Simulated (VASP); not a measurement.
Here is a VASP 6.6.1 calculation.

File INCAR:

```
PREC = Accurate
ENCUT = 520
EDIFF = 1E-7
ISMEAR = 0
SIGMA = 0.15
LREAL = False
LASPH = True
NELM = 100
ALGO = Normal
ISIF = 2
LWAVE = False
LCHARG = True
GGA = PS
LELF = True
LVHAR = True
NBANDS = 18
```

Contents of KPOINTS:

```
Automatic mesh
0
Gamma
  20 20 20
```

File POSCAR:

```
Si2Mo
1.0
   -1.5950350850      1.5950350850      3.9106920018
    1.5950350850     -1.5950350850      3.9106920018
    1.5950350850      1.5950350850     -3.9106920018
Si Mo
2 1
Direct
    0.3904743377      0.2796449917      0.0000000000
    0.7203550083      0.6095256623      0.0000000000
    0.0000000000      0.0000000000      0.0000000000
```

Potentials or basis: VASP PAW PBE potentials, release 64 (Si, Mo_sv).

Command:

```sh
$ cat potpaw_PBE.64/Si/POTCAR potpaw_PBE.64/Mo_sv/POTCAR > POTCAR
$ mpirun -np 1 vasp_std > vasp.out
```

Question: What does it give for the largest force?

Answer: 2.951 eV/Å.

Question: Estimate the pressure.

Answer: 5.0 GPa.

Question: Predict the band gap on the k mesh.

Answer: Zero (bands 11 and 12 overlap by 0.47 eV).

Stress tensor (GPa, compression positive):
```
 5.52 -5.90  0.00
-5.90  5.52  0.00
 0.00  0.00  4.09
```

Caveat: the cell differs from its parent crystal (all Si atoms moved -0.250 Å, as atom 1 along Cartesian [1 -1 0]); the cell stands under pressure; the PAW data sets were made with another functional, which shifts forces and pressure a little.
